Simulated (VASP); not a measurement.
# Hf (Fm-3m) in VASP: further runs, part 2 of 2

VASP 6.6.1.

## Step 3: Single point, PBEsol

This run uses another cell than the first one, of 21.44 Å³/atom, 1.043 times its volume.

INCAR

```
SYSTEM = Hf
  PREC = Accurate
  ENCUT = 520
  EDIFF = 1E-7
  ISMEAR = -1
  SIGMA = 0.05
  LREAL = .FALSE.
  LASPH = .TRUE.
  NELM = 80
  ALGO = Normal
  ISIF = 2
  LWAVE = .FALSE.
  LCHARG = .FALSE.
  GGA = PS
  NBANDS = 11
```

KPOINTS

```
Automatic mesh
0
G
  10 10 10
  0 0 0
```

POSCAR

```
Hf
1.0
    0.0000000000      2.2051002222      2.2051002222
    2.2051002222      0.0000000000      2.2051002222
    2.2051002222      2.2051002222      0.0000000000
Hf
1
Direct
    0.0000000000      0.0000000000      0.0000000000
```

Potentials or basis: VASP PAW PBE potentials, release 64 (Hf_pv).

Run with:

```console
$ cat potpaw_PBE.64/Hf_pv/POTCAR > POTCAR
$ mpirun -np 1 vasp_std > vasp.out
```

OUTCAR:

```text
SYSTEM = Hf
   PREC = Accurate
   ENCUT = 520
   EDIFF = 1E-7
   ISMEAR = -1
   LREAL = .FALSE.
   LASPH = .TRUE.
   NELM = 80
   ISIF = 2
   GGA = PS

 ion  position               nearest neighbor table
   1  0.000  0.000  0.000-

  LATTYP: Found a face centered cubic cell.
 ALAT       =     4.4102004444

  Lattice vectors:

 A1 = (   0.0000000000,   2.2051002222,   2.2051002222)
 A2 = (   2.2051002222,   0.0000000000,   2.2051002222)
 A3 = (   2.2051002222,   2.2051002222,   0.0000000000)

Analysis of symmetry for initial positions (statically):
=====================================================================
 Subroutine PRICEL returns:
 Original cell was already a primitive cell.

 Routine SETGRP: Setting up the symmetry group for a
 face centered cubic supercell.

 Subroutine GETGRP returns: Found 48 space group operations
 (whereof 48 operations were pure point group operations)
 out of a pool of 48 trial point group operations.

The static configuration has the point symmetry O_h .

Analysis of symmetry for dynamics (positions and initial velocities):
=====================================================================
 Subroutine PRICEL returns:
 Original cell was already a primitive cell.

 Routine SETGRP: Setting up the symmetry group for a
 face centered cubic supercell.

 Subroutine GETGRP returns: Found 48 space group operations
 (whereof 48 operations were pure point group operations)
 out of a pool of 48 trial point group operations.

The dynamic configuration has the point symmetry O_h .

 Subroutine INISYM returns: Found 48 space group operations
 (whereof 48 operations are pure point group operations),
 and found     1 'primitive' translations

----------------------------------------------------------------------------------------

                                     Primitive cell

  volume of cell :      21.4445

[... 104 lines left out ...]
   IMIX   =      4    mixing-type and parameters
     AMIX     =   0.40;   BMIX     =  1.00
     AMIX_MAG =   1.60;   BMIX_MAG =  1.00
  volume/ion in A,a.u.               =      21.44       144.71
  Fermi-wavevector in a.u.,A,eV,Ry     =   1.269511  2.399028 21.927944  1.611658
  Thomas-Fermi vector in A             =   2.402548
   LORBIT       =      0    0 simple, 1 ext, 2 COOP (PROOUT), +10 PAW based schemes
   GGA     = PS    functional components
   LHFCALC =     F    Hartree Fock is set to
   AEXX    =    0.0000 exact exchange contribution
   IVDW    =     0    specifies the selected vdW correction
   LEPSILON=     F    determine dielectric tensor
   LRPA    =     F    only Hartree local field effects (RPA)
 non-spin polarized calculation
  energy-cutoff  :      520.00
  volume of cell :       21.44
 maximum number of plane-waves:       589
   NGX = 11   NGY = 11   NGZ = 11

 number of electron      10.0000001 magnetization

 Free energy of the ion-electron system (eV)
  ---------------------------------------------------
  ext. energy  EPLUGINS =         0.00000000
  ---------------------------------------------------
  free energy    TOTEN  =       -10.44174404 eV

  energy without entropy =      -10.43111830  energy(sigma->0) =      -10.43643117

 E-fermi :   4.8877     XC(G=0): -11.5870

 val. band max:        4.8702363624   @ k =   0.3000   0.0000   0.0000
 cond. band min:       4.8880277116   @ k =  -0.2000   0.1000   0.0000
 fundamental gap:      0.0177913492
 Fermi energy:         4.8876775244

 k-point     1 :       0.0000    0.0000    0.0000
  band No.  band energies     occupation
      1     -24.9242      2.00000
      2     -24.9242      2.00000
      3     -24.9242      2.00000
      4      -2.4835      2.00000
      5       6.2880      0.00000
      6       6.2880      0.00000
      7       6.2880      0.00000
      8       9.2256      0.00000
      9       9.2256      0.00000
     10      16.3933      0.00000
     11      18.0782      0.00000
[... 309 lines left out ...]
 k-point    24 :       0.4000    0.3000    0.0000
  band No.  band energies     occupation
      1     -25.6466      2.00000
      2     -25.2154      2.00000
      3     -25.1846      2.00000
      4       1.5005      2.00000
      5       3.2682      2.00000
      6       5.7817      0.00000
      7       9.1229      0.00000
      8      10.1841      0.00000
      9      11.3268      0.00000
     10      17.0636      0.00000
     11      18.0941      0.00000

 [... further k-points ...]
[... 5 lines left out ...]
  --------------------------------------------------------------------------------------
  -------------------------------------------------------------------------------------
  Total        0.0177646      0.0177646      0.0177646      0.0000000      0.0000000      0.0000000
  in kB        1.3272430      1.3272430      1.3272430      0.0000000      0.0000000      0.0000000
  external PRESSURE =       1.3272430 kB  Pullay stress =       0.0000000 kB

 VOLUME and BASIS-vectors are now :
 -----------------------------------------------------------------------------
  energy-cutoff  :      520.00
  volume of cell :       21.44
      direct lattice vectors                 reciprocal lattice vectors
     0.000000000  2.205100222  2.205100222    -0.226747063  0.226747063  0.226747063
     2.205100222  0.000000000  2.205100222     0.226747063 -0.226747063  0.226747063
     2.205100222  2.205100222  0.000000000     0.226747063  0.226747063 -0.226747063

 POSITION                                       TOTAL-FORCE (eV/Angst)
 -----------------------------------------------------------------------------------
      0.00000      0.00000      0.00000        -0.000000      0.000000      0.000000
 -----------------------------------------------------------------------------------
    total drift:                                0.000000      0.000000     -0.000000

  FREE ENERGIE OF THE ION-ELECTRON SYSTEM (eV)
  ---------------------------------------------------
  free  energy   TOTEN  =       -10.4417440417 eV

  energy  without entropy=      -10.4311182952  energy(sigma->0) =      -10.43643117
```

OSZICAR:

```text
N       E                     dE             d eps       ncg     rms          rms(c)
DAV:   1     0.129305862336E+02    0.12931E+02   -0.56754E+03  1034   0.843E+02
DAV:   2    -0.103180255807E+02   -0.23249E+02   -0.22520E+02  1314   0.160E+02
DAV:   3    -0.107878550226E+02   -0.46983E+00   -0.46496E+00  1299   0.151E+01
DAV:   4    -0.107896175148E+02   -0.17625E-02   -0.17623E-02  1195   0.116E+00
DAV:   5    -0.107896264741E+02   -0.89592E-05   -0.89590E-05  1316   0.729E-02    0.471E+01
DAV:   6    -0.105325096928E+02    0.25712E+00   -0.20808E-01  1178   0.335E+00    0.277E+01
DAV:   7    -0.104451743110E+02    0.87335E-01   -0.30634E-01  1211   0.393E+00    0.146E+00
DAV:   8    -0.104417181439E+02    0.34562E-02   -0.20923E-02  1160   0.993E-01    0.529E-01
DAV:   9    -0.104417439712E+02   -0.25827E-04   -0.44756E-04  1272   0.151E-01    0.748E-02
DAV:  10    -0.104417440992E+02   -0.12794E-06   -0.13268E-05  1144   0.284E-02    0.675E-02
DAV:  11    -0.104417440036E+02    0.95512E-07   -0.22269E-06  1249   0.115E-02    0.544E-03
DAV:  12    -0.104417440417E+02   -0.38072E-07   -0.38769E-08   767   0.181E-03
   1 F= -.10441744E+02 E0= -.10436431E+02  d E =-.106257E-01
```

stdout:

```text
POSCAR found type information on POSCAR Hf
 POSCAR found :  1 types and       1 ions
 scaLAPACK will be used
 -----------------------------------------------------------------------------
|                                                                             |
|                                                                             |
|     You enforced a specific xc type in the INCAR file but a different       |
|     I HOPE YOU KNOW WHAT YOU ARE DOING!                                     |
|                                                                             |
 -----------------------------------------------------------------------------

 LDA part: xc-table for (Slater+PW92), standard interpolation
 POSCAR, INCAR and KPOINTS ok, starting setup
 FFT: planning ... GRIDC
 FFT: planning ... GRID_SOFT
 FFT: planning ... GRID
 WAVECAR not read
 entering main loop
```

Wall time 5.1 s (1 thread of Intel Xeon 6975P-C (Granite Rapids), shared host); peak memory 0.14 GiB.

Results:

* Free energy: -10.4417 eV
* Pressure: 0.1 GPa
* Band gap on the k mesh: zero (band 5 reaches 6.29 eV, above the bottom of band 6 at 4.48 eV)

Levels at points of the mesh, in eV from the Fermi level:
```
           k point  band 1  band 2  band 3  band 4  band 5  band 6  band 7  band 8  band 9  band 10
(0.00, 0.00, 0.00)  -29.81  -29.81  -29.81   -7.37    1.40    1.40    1.40    4.34    4.34    11.51
(0.50, 0.00, 0.00)  -30.75  -29.94  -29.94   -3.78    0.74    1.16    1.16    6.60    6.60     9.90
(0.50, 0.50, 0.00)  -30.69  -30.15  -30.15   -3.45   -2.29    2.77    6.60    7.27    7.27    10.25
```

Caveat: the PAW data sets were made with another functional, which shifts forces and pressure a little; spin-orbit coupling is left out, which moves the levels of the heavy elements.
